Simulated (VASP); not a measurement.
# Mg (P-1) in VASP: notebook, part 2 of 2

VASP 6.6.1. Earlier steps stand in the parts before.

### 3 Single point, PBE

INCAR reads:

```
PREC     = Accurate       # precision mode
ENCUT    = 520            # plane-wave cutoff, eV
EDIFF    = 1E-6           # SCF threshold, eV
ISMEAR   = 1              # smearing method
SIGMA    = 0.3            # smearing width, eV
LREAL    = F              # projectors in reciprocal space
LASPH    = T              # aspherical terms in the spheres
NELM     = 80             # most SCF steps
ALGO     = Normal         # electronic algorithm
ISIF     = 2              # what is computed and relaxed
LWAVE    = F              # write WAVECAR
LCHARG   = F              # write CHGCAR
GGA      = PE             # functional
NBANDS   = 9              # bands
```

KPOINTS reads:

```
Automatic mesh
0
Gamma
  7 7 4
```

POSCAR reads:

```
Mg
1.0
    3.2093000000      0.0000000000      0.0000000000
   -1.6046500000      2.7793400000      0.0000000000
    0.0000000000      0.0000000000      5.2103000000
Mg
2
Direct
    0.3261400000      0.6596100000      0.2498008405
    0.6633600000      0.3421200000      0.7494500000
```

Potentials or basis: VASP PAW PBE potentials, release 64 (Mg).

Run with:

```sh
$ cat potpaw_PBE.64/Mg/POTCAR > POTCAR
$ mpirun -np 1 vasp_std > vasp.out
```

It took 31 s on 1 thread of Intel Xeon 8259CL, shared host; peak memory 0.18 GiB.

Results (log left out):

- Free energy: -3.0326 eV
- Pressure: -0.4 GPa
- Largest force: 0.029 eV/Å
- Band gap on the k mesh: zero (bands 2 and 3 overlap by 2.03 eV)

Forces on the atoms (eV/Å):
```
Mg  -0.009  0.027 -0.006
Mg   0.009 -0.027  0.006
```

Stress tensor (GPa, compression positive):
```
-1.22 -0.02  0.00
-0.02 -1.39  0.00
 0.00  0.00  1.53
```

Levels at points of the mesh, in eV from the Fermi level:
| k point | band 1 | band 2 | band 3 | band 4 | band 5 | band 6 | band 7 |
| --- | --- | --- | --- | --- | --- | --- | --- |
| (0.00, 0.00, 0.00) | -6.90 | -1.68 | -1.26 | 10.85 | 10.86 | 10.93 | 10.94 |
| (0.00, 0.00, 0.50) | -5.52 | -5.51 | 4.98 | 4.98 | 11.58 | 11.59 | 11.61 |

Caveat: so wide a smearing shifts energies and pressures.

### 4 Single point, PBE

INCAR reads:

```
SYSTEM = Mg
ALGO = Normal
EDIFF = 1E-7
ENCUT = 520
GGA = PE
ISIF = 2
ISMEAR = 1
LASPH = .TRUE.
LCHARG = .FALSE.
LREAL = .FALSE.
LWAVE = .FALSE.
NBANDS = 9
NELM = 60
PREC = Accurate
SIGMA = 0.3
```

KPOINTS reads:

```
k-points
0
G
  7 7 4
  0 0 0
```

Changes to POSCAR since step 3:

```diff
@@ -8,3 +8,3 @@
 Direct
-    0.3261400000      0.6596100000      0.2498008405
+    0.3261400000      0.6596100000      0.2436591595
     0.6633600000      0.3421200000      0.7494500000
```

Potentials or basis: VASP PAW PBE potentials, release 64 (Mg).

Run with:

```sh
$ cat potpaw_PBE.64/Mg/POTCAR > POTCAR
$ mpirun -np 1 vasp_std > vasp.out
```

OUTCAR:

```text
SYSTEM = Mg
   EDIFF = 1E-7
   ENCUT = 520
   GGA = PE
   ISIF = 2
   ISMEAR = 1
   LASPH = .TRUE.
   LREAL = .FALSE.
   NELM = 60
   PREC = Accurate

 ion  position               nearest neighbor table
   1  0.326  0.660  0.244-   2 3.15   2 3.17   2 3.20   2 3.20   2 3.22   2 3.25
   2  0.663  0.342  0.749-   1 3.15   1 3.17   1 3.20   1 3.20   1 3.22   1 3.25

  LATTYP: Found a hexagonal cell.
 ALAT       =     3.2093000000
 C/A-ratio  =     1.6235004518

  Lattice vectors:
[... 477 lines left out ...]

------------------------ aborting loop because EDIFF is reached ----------------------------------------

  FORCE on cell =-STRESS in cart. coord.  units (eV):
  Direction    XX          YY          ZZ          XY          YZ          ZX
  --------------------------------------------------------------------------------------
  -------------------------------------------------------------------------------------
  Total       -0.3542979     -0.4013406      0.4542514     -0.0066614      0.0045228     -0.0015245
  in kB      -12.2141834    -13.8359490     15.6600126     -0.2296475      0.1559194     -0.0525547
  external PRESSURE =      -3.4633733 kB  Pullay stress =       0.0000000 kB

 VOLUME and BASIS-vectors are now :
 -----------------------------------------------------------------------------
  energy-cutoff  :      520.00
  volume of cell :       46.47
      direct lattice vectors                 reciprocal lattice vectors
     3.209300000  0.000000000  0.000000000     0.311594429  0.179898825  0.000000000
    -1.604650000  2.779340000  0.000000000     0.000000000  0.359797650  0.000000000
     0.000000000  0.000000000  5.210300000     0.000000000  0.000000000  0.191927528

 POSITION                                       TOTAL-FORCE (eV/Angst)
 -----------------------------------------------------------------------------------
     -0.01176      1.83328      1.26954        -0.009051      0.026906      0.098004
      1.57994      0.95087      3.90486         0.009051     -0.026906     -0.098004
 -----------------------------------------------------------------------------------
    total drift:                                0.000000      0.000000     -0.000001

  FREE ENERGIE OF THE ION-ELECTRON SYSTEM (eV)
  ---------------------------------------------------
  free  energy   TOTEN  =        -3.0311547539 eV

  energy  without entropy=       -3.0289962847  energy(sigma->0) =       -3.03043526
```

Wall time 35 s (1 thread of Intel Xeon 8259CL, shared host); peak memory 0.18 GiB.

What came out:

```
Free energy            : -3.0312 eV
Pressure               : -0.3 GPa
Largest force          : 0.102 eV/Å
Band gap on the k mesh : zero (bands 2 and 3 overlap by 2.03 eV)
```

Forces on the atoms (eV/Å):
```
Mg  -0.009  0.027  0.098
Mg   0.009 -0.027 -0.098
```

Stress tensor (GPa, compression positive):
```
-1.22 -0.02 -0.01
-0.02 -1.38  0.02
-0.01  0.02  1.57
```

Caveat: so wide a smearing shifts energies and pressures.

### 5 Single point, PBE

This run uses another cell than the first one, of 23.35 Å³/atom.

INCAR reads:

```
PREC     = Accurate       # precision mode
ENCUT    = 520            # plane-wave cutoff, eV
EDIFF    = 1E-7           # SCF threshold, eV
ISMEAR   = 1              # smearing method
SIGMA    = 0.3            # smearing width, eV
LREAL    = F              # projectors in reciprocal space
LASPH    = T              # aspherical terms in the spheres
NELM     = 60             # most SCF steps
ALGO     = Normal         # electronic algorithm
ISIF     = 2              # what is computed and relaxed
LWAVE    = F              # write WAVECAR
LCHARG   = F              # write CHGCAR
GGA      = PE             # functional
NBANDS   = 9              # bands
```

KPOINTS reads:

```
Automatic mesh
0
Gamma
  7 7 4
```

POSCAR reads:

```
Mg
1.0
    3.2146399433      0.0000000000      0.0000000000
   -1.6073199716      2.7839645343      0.0000000000
    0.0000000000      0.0000000000      5.2189694003
Mg
2
Direct
    0.3261400000      0.6596100000      0.2467300000
    0.6633600000      0.3421200000      0.7494500000
```

Run with:

```sh
$ cat potpaw_PBE.64/Mg/POTCAR > POTCAR
$ mpirun -np 1 vasp_std > vasp.out
```

Run time: 32 s. Hardware: 1 thread of Intel Xeon 8259CL, shared host; peak memory 0.18 GiB.

Results (log left out):

- Free energy: -3.0317 eV
- Pressure: -0.5 GPa
- Largest force: 0.053 eV/Å
- Band gap on the k mesh: zero (bands 2 and 3 overlap by 2.03 eV)

Forces in eV/Å, atoms in the order of the input:
```
Mg  -0.009  0.027  0.045
Mg   0.009 -0.027 -0.045
```

Stress tensor (GPa, compression positive):
```
-1.39 -0.02  0.00
-0.02 -1.55  0.01
 0.00  0.01  1.35
```

Levels at points of the mesh, in eV from the Fermi level:
```csv
k point,band 1,band 2,band 3,band 4,band 5,band 6,band 7
"(0.00, 0.00, 0.00)",-6.88,-1.67,-1.26,10.82,10.83,10.89,10.91
"(0.00, 0.00, 0.50)",-5.52,-5.48,4.96,4.97,11.55,11.56,11.57
```

Caveat: so wide a smearing shifts energies and pressures.

### 6 Single point, PBE

This run uses another cell than the first one, of 23.12 Å³/atom.

INCAR reads:

```
SYSTEM = Mg
PREC = Accurate ; ENCUT = 520
EDIFF = 1E-6 ; ISMEAR = 1
SIGMA = 0.3 ; LREAL = .FALSE.
LASPH = .TRUE. ; NELM = 60
ALGO = Normal ; ISIF = 2
LWAVE = .FALSE. ; LCHARG = .FALSE.
GGA = PE ; NBANDS = 9
```

KPOINTS reads:

```
Automatic mesh
0
G
  7 7 4
  0 0 0
```

POSCAR reads:

```
Mg
1.0
    3.2039422271      0.0000000000      0.0000000000
   -1.6019711135      2.7747000248      0.0000000000
    0.0000000000      0.0000000000      5.2016016533
Mg
2
Direct
    0.3261400000      0.6596100000      0.2467300000
    0.6633600000      0.3421200000      0.7494500000
```

Potentials or basis: VASP PAW PBE potentials, release 64 (Mg).

Run with:

```sh
$ cat potpaw_PBE.64/Mg/POTCAR > POTCAR
$ mpirun -np 1 vasp_std > vasp.out
```

Run time: 29 s. Hardware: 1 thread of Intel Xeon 8259CL, shared host; peak memory 0.18 GiB.

The run converged. Its results:

```yaml
Free_energy: -3.0327 eV
Pressure: -0.2 GPa
Largest_force: 0.055 eV/Å
Band_gap_on_the_k_mesh: zero (bands 2 and 3 overlap by 2.03 eV)
```

Forces on the atoms (eV/Å):
```
Mg  -0.009  0.027  0.047
Mg   0.009 -0.027 -0.047
```

Stress tensor (GPa, compression positive):
```
-1.05 -0.02  0.00
-0.02 -1.22  0.01
 0.00  0.01  1.73
```

Levels at points of the mesh, in eV from the Fermi level:
```tsv
k point	band 1	band 2	band 3	band 4	band 5	band 6	band 7
(0.00, 0.00, 0.00)	-6.92	-1.69	-1.26	10.87	10.88	10.97	10.98
(0.00, 0.00, 0.50)	-5.56	-5.51	4.99	5.00	11.61	11.61	11.63
```

Caveat: so wide a smearing shifts energies and pressures.

### 7 Overview

```csv
cell,gap on the mesh (eV),pressure (GPa),largest force (eV/Å)
"a = 3.209, b = 3.209, c = 5.210 Å, angles 90.0, 90.0, 120.0°, 2 atoms, atomic positions A",none,-0.4,0.07
"a = 3.209, b = 3.209, c = 5.210 Å, angles 90.0, 90.0, 120.0°, 2 atoms, atomic positions B",none,-0.4,0.03
"a = 3.209, b = 3.209, c = 5.210 Å, angles 90.0, 90.0, 120.0°, 2 atoms, atomic positions C",none,-0.3,0.10
"a = 3.215, b = 3.215, c = 5.219 Å, angles 90.0, 90.0, 120.0°, 2 atoms, atomic positions A",none,-0.5,0.05
"a = 3.204, b = 3.204, c = 5.202 Å, angles 90.0, 90.0, 120.0°, 2 atoms, atomic positions A",none,-0.2,0.05
```

Alike in all rows: task single point; level PBE; potentials or basis VASP PAW PBE potentials, release 64 (Mg); no spin polarisation; k mesh 7 × 7 × 4; cutoff (eV) 520; smearing methfessel-paxton 0.3 eV.

Caveats: so wide a smearing shifts energies and pressures.

Total energies depend on the potentials used, so only differences within one code and one set of settings carry meaning.
